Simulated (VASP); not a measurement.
# O in VASP: further runs

The runs below take O through single point, with r2SCAN, PBE.

Everything below comes from runs of VASP 6.6.1. Logs are shortened: lines on timing, memory, paths and dates and some standing lists are left out, and cuts for length are marked.

### Step 1. The cell of the first run

It takes space group R-3m (No. 166, trigonal). The conventional cell has a = 3.350 Å, b = 3.350 Å, c = 11.196 Å, α = 90.00°, β = 90.00°, γ = 120.00°. Within 1.6 Å of O (site symmetry 3m) lie 1 O at 1.22 Å.

### Step 2. Single point, r2SCAN

Contents of POSCAR:

```
O
1.0
    1.6749479049      0.9670316238      3.7319995215
   -1.6749479049      0.9670316238      3.7319995215
    0.0000000000     -1.9340632475      3.7319995215
O
2
Direct
    0.0546147200      0.0546147200      0.0546147200
    0.9453852800      0.9453852800      0.9453852800
```

Contents of INCAR.step1:

```
PREC     = Accurate       # precision mode
ENCUT    = 520            # plane-wave cutoff, eV
ISMEAR   = 0              # smearing method
SIGMA    = 0.1            # smearing width, eV
LREAL    = False          # projectors in reciprocal space
LASPH    = True           # aspherical terms in the spheres
NELM     = 100            # most SCF steps
NBANDS   = 13             # bands
GGA      = PE             # functional
ALGO     = Normal         # electronic algorithm
EDIFF    = 1E-4           # SCF threshold, eV
LWAVE    = True           # write WAVECAR
LCHARG   = False          # write CHGCAR
```

Contents of INCAR.step2:

```
PREC     = Accurate       # precision mode
ENCUT    = 520            # plane-wave cutoff, eV
EDIFF    = 1E-6           # SCF threshold, eV
ISMEAR   = 0              # smearing method
SIGMA    = 0.1            # smearing width, eV
LREAL    = False          # projectors in reciprocal space
LASPH    = True           # aspherical terms in the spheres
NELM     = 100            # most SCF steps
ALGO     = Normal         # electronic algorithm
ISIF     = 2              # what is computed and relaxed
LWAVE    = False          # write WAVECAR
LCHARG   = False          # write CHGCAR
METAGGA  = R2SCAN         # meta-GGA
LMIXTAU  = True         
NBANDS   = 13             # bands
ISTART   = 1
```

Contents of KPOINTS:

```
regular mesh
0
Gamma
  8 8 8
```

Potentials or basis: VASP PAW PBE potentials, release 64 (O).

Started as:

```bash
> cat potpaw_PBE.64/O/POTCAR > POTCAR
> cp INCAR.step1 INCAR
> mpirun -np 1 vasp_std > vasp.out
> cp INCAR.step2 INCAR
> mpirun -np 1 vasp_std > vasp.out
```

OUTCAR:

```text
PREC = Accurate
   ENCUT = 520
   EDIFF = 1E-6
   ISMEAR = 0
   LREAL = False
   LASPH = True
   NELM = 100
   ISIF = 2
   METAGGA = R2SCAN
   ISTART = 1

 ion  position               nearest neighbor table
   1  0.055  0.055  0.055-   2 1.22
   2  0.945  0.945  0.945-   1 1.22

  LATTYP: Found a trigonal (rhomboedric) cell.
 ALAT       =     4.2033820995
 COS(alpha) =     0.6824333683

  Lattice vectors:

 A1 = (   1.6749479049,   0.9670316238,   3.7319995215)
 A2 = (  -1.6749479049,   0.9670316238,   3.7319995215)
 A3 = (   0.0000000000,  -1.9340632475,   3.7319995215)

Analysis of symmetry for initial positions (statically):
=====================================================================
 Subroutine PRICEL returns:
 Original cell was already a primitive cell.

 Routine SETGRP: Setting up the symmetry group for a
 trigonal (rhombohedral) supercell.

 Subroutine GETGRP returns: Found 12 space group operations
 (whereof 12 operations were pure point group operations)
 out of a pool of 12 trial point group operations.

The static configuration has the point symmetry D_3d.

Analysis of symmetry for dynamics (positions and initial velocities):
=====================================================================
 Subroutine PRICEL returns:
 Original cell was already a primitive cell.

 Routine SETGRP: Setting up the symmetry group for a
 trigonal (rhombohedral) supercell.

 Subroutine GETGRP returns: Found 12 space group operations
 (whereof 12 operations were pure point group operations)
 out of a pool of 12 trial point group operations.

The dynamic configuration has the point symmetry D_3d.

 Subroutine INISYM returns: Found 12 space group operations
 (whereof 12 operations are pure point group operations),
 and found     1 'primitive' translations

----------------------------------------------------------------------------------------

                                     Primitive cell

  volume of cell :      36.2689

  direct lattice vectors                    reciprocal lattice vectors
     1.674947905  0.967031624  3.731999522     0.298516747  0.172348724  0.089317625
    -1.674947905  0.967031624  3.731999522    -0.298516747  0.172348724  0.089317625
     0.000000000 -1.934063247  3.731999522     0.000000000 -0.344697449  0.089317625

  length of vectors
     4.203382099  4.203382099  4.203382099     0.356081408  0.356081408  0.356081408

  position of ions in fractional coordinates (direct lattice)
     0.054614720  0.054614720  0.054614720
     0.945385280  0.945385280  0.945385280

  ion indices of the primitive-cell ions
   primitive index   ion index
                 1           1
                 2           2

----------------------------------------------------------------------------------------

 KPOINTS: regular mesh

Automatic generation of k-mesh.
 Grid dimensions read from file:
 generate k-points for:    8    8    8

 Generating k-lattice:

  Cartesian coordinates                     Fractional coordinates (reciprocal lattice)
     0.037314593  0.021543591  0.011164703     0.125000000  0.000000000  0.000000000
    -0.037314593  0.021543591  0.011164703     0.000000000  0.125000000  0.000000000
     0.000000000 -0.043087181  0.011164703     0.000000000  0.000000000  0.125000000

  Length of vectors
     0.044510176  0.044510176  0.044510176

  Shift w.r.t. Gamma in fractional coordinates (k-lattice)
     0.000000000  0.000000000  0.000000000

 Subroutine IBZKPT returns following result:
 ===========================================

 Found     65 irreducible k-points:

 Following reciprocal coordinates:
            Coordinates               Weight
  0.000000  0.000000  0.000000      1.000000
  0.125000  0.000000 -0.000000      6.000000
  0.250000  0.000000 -0.000000      6.000000
  0.375000  0.000000  0.000000      6.000000
  0.500000  0.000000 -0.000000      3.000000
  0.125000  0.125000 -0.000000      6.000000
[... 16 lines left out ...]
  0.250000  0.125000  0.125000      6.000000
  0.375000  0.125000  0.125000      6.000000
 [... further k-points ...]
   k-points           NKPTS =     65   k-points in BZ     NKDIM =     65   number of bands    NBANDS=     13
   number of dos      NEDOS =    301   number of ions     NIONS =      2
   total plane-waves  NPLWV =  32768
   dimension x,y,z NGX =    32 NGY =   32 NGZ =   32
   dimension x,y,z NGXF=    64 NGYF=   64 NGZF=   64
   ions per type =               2
   NGX,Y,Z   is equivalent  to a cutoff of  12.66, 12.66, 12.66 a.u.
   NGXF,Y,Z  is equivalent  to a cutoff of  25.31, 25.31, 25.31 a.u.
 SYSTEM =  unknown system
   PREC   = accura    normal or accurate (medium, high low for compatibility)
   ISTART =      1    job   : 0-new  1-cont  2-samecut
   ICHARG =      0    charge: 1-file 2-atom 10-const
   ISPIN  =      1    spin polarized calculation?
   LNONCOLLINEAR =      F non collinear calculations
   LSORBIT =      F    spin-orbit coupling
   LASPH  =      T    aspherical Exc in radial PAW
   ENCUT  =  520.0 eV  38.22 Ry    6.18 a.u.   7.82  7.82  7.82*2*pi/ulx,y,z
   NELM   =    100;   NELMIN=  2; NELMDL=  0     # of ELM steps
   EDIFF  = 0.1E-05   stopping-criterion for ELM
   LREAL  =      F    real-space projection
[... 7 lines left out ...]
   TEBEG  =    0.0;   TEEND  =   0.0 temperature during run
   PSTRESS=    0.0 pullay stress
   NELECT =      12.0000    total number of electrons
   NUPDOWN=      -1.0000    fix difference up-down
   EMIN   =  10.00;   EMAX   =-10.00  energy-range for DOS
   EFERMI =   0.00;   METHOD = LEGACY
   ISMEAR =     0;   SIGMA  =   0.10  broadening in eV -4-tet -1-fermi 0-gaus
   EFERMI_NEDOS =   21; number of points for ismear=-14 and -15
   IALGO  =     38    algorithm
   IMIX   =      4    mixing-type and parameters
     AMIX     =   0.40;   BMIX     =  1.00
     AMIX_MAG =   1.60;   BMIX_MAG =  1.00
  volume/ion in A,a.u.               =      18.13       122.38
  Fermi-wavevector in a.u.,A,eV,Ry     =   1.132288  2.139714 17.443710  1.282077
  Thomas-Fermi vector in A             =   2.268989
   LORBIT       =      0    0 simple, 1 ext, 2 COOP (PROOUT), +10 PAW based schemes
   METAGGA = R2SCAN    functional components
   LHFCALC =     F    Hartree Fock is set to
   AEXX    =    0.0000 exact exchange contribution
   IVDW    =     0    specifies the selected vdW correction
   LEPSILON=     F    determine dielectric tensor
   LRPA    =     F    only Hartree local field effects (RPA)
 non-spin polarized calculation
 Gauss-broadening in eV      SIGMA  =   0.10
  energy-cutoff  :      520.00
  volume of cell :       36.27
 maximum number of plane-waves:      1001
   NGX = 15   NGY = 15   NGZ = 15

 number of electron      11.9999996 magnetization

 Free energy of the ion-electron system (eV)
  ---------------------------------------------------
  ext. energy  EPLUGINS =         0.00000000
  ---------------------------------------------------
  free energy    TOTEN  =       -10.63394303 eV

  energy without entropy =      -10.60830915  energy(sigma->0) =      -10.62112609

 E-fermi :  -2.3926     XC(G=0):  -7.5525

 val. band max:       -2.3975790664   @ k =   0.5000   0.0000  -0.0000
 cond. band min:      -2.3902326610   @ k =   0.5000   0.3750   0.2500
 fundamental gap:      0.0073464054
 Fermi energy:        -2.3925763715

 k-point     1 :       0.0000    0.0000    0.0000
  band No.  band energies     occupation
      1     -30.2291      2.00000
      2     -17.1993      2.00000
      3     -10.4711      2.00000
      4      -9.0045      2.00000
      5      -9.0045      2.00000
      6      -2.1732      0.00192
      7      -2.1732      0.00192
      8       4.6095      0.00000
      9       8.6498      0.00000
     10      11.8332      0.00000
     11      14.0909      0.00000
     12      16.6015      0.00000
     13      16.6015      0.00000

 k-point     2 :       0.1250    0.0000   -0.0000
  band No.  band energies     occupation
      1     -30.2164      2.00000
      2     -17.1988      2.00000
      3     -10.4249      2.00000
      4      -9.1166      2.00000
      5      -9.0268      2.00000
      6      -2.2485      0.04153
      7      -2.2066      0.00854
      8       4.9375      0.00000
      9       8.6062      0.00000
     10      11.8279      0.00000
     11      14.3290      0.00000
     12      15.1125      0.00000
     13      16.9752      0.00000

 k-point     3 :       0.2500    0.0000   -0.0000
  band No.  band energies     occupation
      1     -30.1857      2.00000
      2     -17.1968      2.00000
      3     -10.3033      2.00000
      4      -9.3883      2.00000
      5      -9.0802      2.00000
      6      -2.4222      1.32463
      7      -2.2865      0.13340
      8       5.7897      0.00000
      9       8.5098      0.00000
     10      12.0804      0.00000
     11      12.4401      0.00000
     12      15.9414      0.00000
     13      16.0829      0.00000
[... 305 lines left out ...]
 k-point    23 :       0.2500    0.1250    0.1250
  band No.  band energies     occupation
      1     -30.2099      2.00000
      2     -17.2954      2.00000
      3     -10.2220      2.00000
      4      -9.1460      2.00000
      5      -9.0297      2.00000
      6      -2.2000      0.00647
      7      -2.1898      0.00414
      8       4.8911      0.00000
      9       8.4339      0.00000
     10      10.4476      0.00000
     11      14.2783      0.00000
     12      16.8833      0.00000
     13      16.9936      0.00000

 k-point    24 :       0.3750    0.1250    0.1250
  band No.  band energies     occupation
      1     -30.1792      2.00000
      2     -17.2919      2.00000
      3     -10.0747      2.00000
      4      -9.4455      2.00000
      5      -9.0832      2.00000
      6      -2.3700      0.74977
      7      -2.2796      0.11004
      8       5.6985      0.00000
      9       8.5253      0.00000
     10      10.7687      0.00000
     11      11.9258      0.00000
     12      17.5695      0.00000
     13      17.8627      0.00000

 [... further k-points ...]

------------------------ aborting loop because EDIFF is reached ----------------------------------------

  FORCE on cell =-STRESS in cart. coord.  units (eV):
  Direction    XX          YY          ZZ          XY          YZ          ZX
  --------------------------------------------------------------------------------------
  -------------------------------------------------------------------------------------
  Total       -1.1262257     -1.1262257     -0.1379399      0.0000000     -0.0000000      0.0000000
  in kB      -49.7509320    -49.7509320     -6.0934820      0.0000000     -0.0000000      0.0000000
  external PRESSURE =     -35.1984487 kB  Pullay stress =       0.0000000 kB

 VOLUME and BASIS-vectors are now :
 -----------------------------------------------------------------------------
  energy-cutoff  :      520.00
  volume of cell :       36.27
      direct lattice vectors                 reciprocal lattice vectors
     1.674947905  0.967031624  3.731999522     0.298516747  0.172348724  0.089317625
    -1.674947905  0.967031624  3.731999522    -0.298516747  0.172348724  0.089317625
     0.000000000 -1.934063247  3.731999522     0.000000000 -0.344697449  0.089317625

 POSITION                                       TOTAL-FORCE (eV/Angst)
 -----------------------------------------------------------------------------------
      0.00000      0.00000      0.61147         0.000000      0.000000      0.141875
      0.00000      0.00000     10.58453         0.000000     -0.000000     -0.141875
 -----------------------------------------------------------------------------------
    total drift:                               -0.000000     -0.000000      0.000000

  FREE ENERGIE OF THE ION-ELECTRON SYSTEM (eV)
  ---------------------------------------------------
  free  energy   TOTEN  =       -10.6339430299 eV

  energy  without entropy=      -10.6083091489  energy(sigma->0) =      -10.62112609
```

It took 3.8 min on 1 thread of AMD EPYC 7R43 (Zen 3), shared host; peak memory 0.14 GiB.

Results:

- Free energy: -10.6339 eV
- Pressure: -3.5 GPa
- Largest force: 0.142 eV/Å
- Band gap on the k mesh: zero (bands 6 and 7 overlap by 0.51 eV)

Forces in eV/Å, atoms in the order of the input:
```
O    0.000  0.000  0.142
O    0.000  0.000 -0.142
```

Stress tensor (GPa, compression positive):
```
-4.98  0.00  0.00
 0.00 -4.98  0.00
 0.00  0.00 -0.61
```

Caveat: the standard files for N, O and F lose accuracy on very short bonds; spin is off for a triplet molecule; the cell stands under tension; the PAW data sets were made with another functional, which shifts forces and pressure a little.

### Step 3. Single point, PBE

Contents of INCAR:

```
ALGO     = Normal         # electronic algorithm
EDIFF    = 1E-7           # SCF threshold, eV
ENCUT    = 520            # plane-wave cutoff, eV
GGA      = PE             # functional
ISIF     = 2              # what is computed and relaxed
ISMEAR   = 0              # smearing method
LASPH    = T              # aspherical terms in the spheres
LCHARG   = T              # write CHGCAR
LELF     = T              # ELF
LREAL    = F              # projectors in reciprocal space
LVHAR    = T            
LWAVE    = F              # write WAVECAR
NBANDS   = 13             # bands
NELM     = 80             # most SCF steps
PREC     = Accurate       # precision mode
SIGMA    = 0.05           # smearing width, eV
```

Contents of KPOINTS:

```
k-points
0
Gamma
  7 7 7
```

Contents of POSCAR:

```
O
1.0
    1.6749479049      0.9670316238      3.7319995215
   -1.6749479049      0.9670316238      3.7319995215
    0.0000000000     -1.9340632475      3.7319995215
O
2
Direct
    0.0450660000      0.0471620000      0.0679330000
    0.9501800000      0.9593070000      0.9342740000
```

Potentials or basis: VASP PAW PBE potentials, release 64 (O).

Started as:

```bash
> cat potpaw_PBE.64/O/POTCAR > POTCAR
> mpirun -np 1 vasp_std > vasp.out
```

OUTCAR:

```text
EDIFF = 1E-7
   ENCUT = 520
   GGA = PE
   ISIF = 2
   ISMEAR = 0
   LASPH = T
   LREAL = F
   NELM = 80
   PREC = Accurate

 ion  position               nearest neighbor table
   1  0.045  0.047  0.068-   2 1.18
   2  0.950  0.959  0.934-   1 1.18

  LATTYP: Found a trigonal (rhomboedric) cell.
 ALAT       =     4.2033820995
 COS(alpha) =     0.6824333683

  Lattice vectors:

[... 569 lines left out ...]
     13      16.2344      0.00000

 [... further k-points ...]

------------------------ aborting loop because EDIFF is reached ----------------------------------------

  FORCE on cell =-STRESS in cart. coord.  units (eV):
  Direction    XX          YY          ZZ          XY          YZ          ZX
  --------------------------------------------------------------------------------------
  -------------------------------------------------------------------------------------
  Total       -0.9043427     -0.8496352      4.8763573     -0.0028579     -0.2039841      0.0290353
  in kB      -39.9492675    -37.5325661    215.4126935     -0.1262494     -9.0109831      1.2826329
  external PRESSURE =      45.9769533 kB  Pullay stress =       0.0000000 kB

 VOLUME and BASIS-vectors are now :
 -----------------------------------------------------------------------------
  energy-cutoff  :      520.00
  volume of cell :       36.27
      direct lattice vectors                 reciprocal lattice vectors
     1.674947905  0.967031624  3.731999522     0.298516747  0.172348724  0.089317625
    -1.674947905  0.967031624  3.731999522    -0.298516747  0.172348724  0.089317625
     0.000000000 -1.934063247  3.731999522     0.000000000 -0.344697449  0.089317625

 POSITION                                       TOTAL-FORCE (eV/Angst)
 -----------------------------------------------------------------------------------
     -0.00351     -0.04220      0.59772         0.021384     -0.151814      4.196291
     -0.01529      0.03959     10.61291        -0.021384      0.151814     -4.196291
 -----------------------------------------------------------------------------------
    total drift:                                0.000008      0.000003     -0.000007

  FREE ENERGIE OF THE ION-ELECTRON SYSTEM (eV)
  ---------------------------------------------------
  free  energy   TOTEN  =        -9.0376792141 eV

  energy  without entropy=       -9.0315380266  energy(sigma->0) =       -9.03460862
```

OSZICAR:

```text
N       E                     dE             d eps       ncg     rms          rms(c)
DAV:   1     0.417137637142E+02    0.41714E+02   -0.58315E+03  4536   0.802E+02
DAV:   2    -0.751588915553E+01   -0.49230E+02   -0.47593E+02  5971   0.176E+02
DAV:   3    -0.934648400525E+01   -0.18306E+01   -0.17963E+01  5112   0.318E+01
DAV:   4    -0.935421673380E+01   -0.77327E-02   -0.77307E-02  5142   0.246E+00
DAV:   5    -0.935425615102E+01   -0.39417E-04   -0.39417E-04  5125   0.168E-01    0.459E+00
DAV:   6    -0.908904044225E+01    0.26522E+00   -0.22635E-01  5202   0.437E+00    0.238E+00
DAV:   7    -0.903502946309E+01    0.54011E-01   -0.19778E-01  5477   0.400E+00    0.494E-01
DAV:   8    -0.903754971833E+01   -0.25203E-02   -0.16455E-02  4562   0.109E+00    0.112E-01
DAV:   9    -0.903766269943E+01   -0.11298E-03   -0.19439E-04  5482   0.123E-01    0.324E-02
DAV:  10    -0.903767668614E+01   -0.13987E-04   -0.27202E-05  4562   0.529E-02    0.844E-03
DAV:  11    -0.903767927420E+01   -0.25881E-05   -0.76447E-06  4837   0.229E-02    0.363E-03
DAV:  12    -0.903767921407E+01    0.60128E-07   -0.37294E-07  5037   0.510E-03
   1 F= -.90376792E+01 E0= -.90346086E+01  d E =-.614119E-02
```

Wall time 2.2 min (1 thread of AMD EPYC 7R43 (Zen 3), shared host); peak memory 0.17 GiB.

Results:

* Free energy: -9.0377 eV
* Pressure: 4.6 GPa
* Largest force: 4.199 eV/Å
* Band gap on the k mesh: zero (bands 6 and 7 overlap by 0.52 eV)

Forces on the atoms (eV/Å):
```
O    0.021 -0.152  4.196
O   -0.021  0.152 -4.196
```

Stress tensor (GPa, compression positive):
```
-3.99 -0.01  0.13
-0.01 -3.75 -0.90
 0.13 -0.90 21.54
```

Caveat: the standard files for N, O and F lose accuracy on very short bonds; spin is off for a triplet molecule; the stress differs along the axes, from -4 to 22 GPa; this functional lacks dispersion, which holds the molecules together, so the pressure and a relaxed volume are unreliable; forces of over 1 eV/Å act on the atoms, so gaps and moduli don't describe the material at rest.
